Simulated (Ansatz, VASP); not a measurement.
**Two plane-wave programs on AlGa3N4**

File INCAR:

```
SYSTEM = AlGa3N4
ALGO     = Normal         ! electronic algorithm
EDIFF    = 1E-6           ! SCF threshold, eV
ENCUT    = 520            ! plane-wave cutoff, eV
ISIF     = 2              ! what is computed and relaxed
ISMEAR   = 0              ! smearing method
LASPH    = .TRUE.         ! aspherical terms in the spheres
LCHARG   = .FALSE.        ! write CHGCAR
LREAL    = .FALSE.        ! projectors in reciprocal space
LWAVE    = .FALSE.        ! write WAVECAR
NBANDS   = 41             ! bands
NELM     = 60             ! most SCF steps
PREC     = Accurate       ! precision mode
SIGMA    = 0.05           ! smearing width, eV
```

Contents of KPOINTS:

```
k-points
0
G
  6 6 6
  0 0 0
```

Contents of POSCAR:

```
AlGa3N4
1.0
    4.4267521656      0.1549363258      0.1549363258
    0.1549363258      4.4267521656      0.1549363258
    0.1549363258      0.1549363258      4.4267521656
Al Ga N
1 3 4
Direct
    0.0000000000      0.0000000000      0.0000000000
    0.5000000000      0.5000000000      0.0000000000
    0.5000000000      0.0000000000      0.5000000000
    0.0000000000      0.5000000000      0.5000000000
    0.7548078379      0.7548078379      0.2451921621
    0.7548078379      0.2451921621      0.7548078379
    0.2451921621      0.7548078379      0.7548078379
    0.2451921621      0.2451921621      0.2451921621
```

Input for Ansatz:

```yaml
crystal:
  lattice:
    - [4.4267521656, 0.1549363258, 0.1549363258]
    - [0.1549363258, 4.4267521656, 0.1549363258]
    - [0.1549363258, 0.1549363258, 4.4267521656]
  atoms:
    - { symbol: Al, position: [0.0, 0.0, 0.0] }
    - { symbol: Ga, position: [0.5, 0.5, 0.0] }
    - { symbol: Ga, position: [0.5, 0.0, 0.5] }
    - { symbol: Ga, position: [0.0, 0.5, 0.5] }
    - { symbol: "N", position: [0.7548078379, 0.7548078379, 0.2451921621] }
    - { symbol: "N", position: [0.7548078379, 0.2451921621, 0.7548078379] }
    - { symbol: "N", position: [0.2451921621, 0.7548078379, 0.7548078379] }
    - { symbol: "N", position: [0.2451921621, 0.2451921621, 0.2451921621] }
basis:
  ecutwfc: 520.0
kpoints:
  mp_grid: { grid: [6, 6, 6] }
hamiltonian:
  xc: lda
  pseudopotentials: { kind: paw, azcp: { folder: soft_1 } }
scf:
  occupations: { method: gaussian, width: 0.05 }
output:
  forces: true
  stress: true
  eigenvalues: true
```

Change from the starting cell: equal engineering shear yz, xz and xy +0.0700, equal normal strain along x, y and z +0.0000.

Alike in both runs: task single point; functional LDA; k mesh 6 × 6 × 6; occupations gaussian, width 0.05 eV; no spin polarisation.

|  | VASP | Ansatz |
| --- | --- | --- |
| version | VASP 6.6.1 | Ansatz 0.2.0 |
| potentials or method | VASP PAW LDA potentials, release 64 (Al, Ga_d, N), cutoff 520 eV | scalar-relativistic, plane waves, PAW |
| valence electrons in the cell | 62 | 62 |

|  | VASP | Ansatz | Ansatz less VASP |
| --- | --- | --- | --- |
| gap on the k mesh at the Fermi level (eV) | 2.08 | 2.07 | -0.002 |
| least direct gap on the mesh (eV) | 2.08 | 2.07 | -0.002 |
| pressure (GPa) | 4.7 | 3.7 | -1.00 |
| traceless stress, the component that is largest in VASP (GPa) | -13.71 | -13.49 | +0.222 |
| rms of the force components (eV/Å) | 0.425 | 0.400 | -0.0252 |

Ansatz warns that its potentials were made for another functional, while VASP's fit it. LDA's correlation is that of Perdew and Zunger in VASP and of Perdew and Wang (1992) in Ansatz. Atom by atom the forces differ by 0.028 eV/Å (rms over components).
